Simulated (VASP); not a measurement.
A run of VASP 6.6.1 is set up as follows.

INCAR

```
PREC = Accurate ; ENCUT = 520
EDIFF = 1E-7 ; ISMEAR = 0
SIGMA = 0.15 ; LREAL = False
LASPH = True ; NELM = 80
ALGO = Normal ; ISIF = 2
LWAVE = False ; LCHARG = False
GGA = PS ; NBANDS = 16
```

KPOINTS

```
regular mesh
0
Gamma
  21 21 6
```

The input POSCAR:

```
C
1.0
    1.2246240806     -2.2976004991      0.0000000000
    1.2246240806      2.2976004991      0.0000000000
    0.0000000000      0.0000000000      7.9617673140
C
4
Direct
    0.0833216498      0.9166783502      0.7498439858
    0.5833216498      0.4166783502      0.2501560142
    0.9166783502      0.0833216498      0.2501560142
    0.4166783502      0.5833216498      0.7498439858
```

Potentials or basis: VASP PAW PBE potentials, release 64 (C).

Launch:

```bash
$ cat potpaw_PBE.64/C/POTCAR > POTCAR
$ mpirun -np 1 vasp_std > vasp.out
```

(1) Estimate the pressure.

(2) Estimate the largest force.

Results:

(1) -20.3 GPa.

(2) 0.173 eV/Å.

Caveat: the stress differs along the axes, from -56 to -0 GPa; this functional lacks dispersion, which binds layers or chains, so the pressure and a relaxed spacing across them are unreliable; the PAW data sets were made with another functional, which shifts forces and pressure a little.
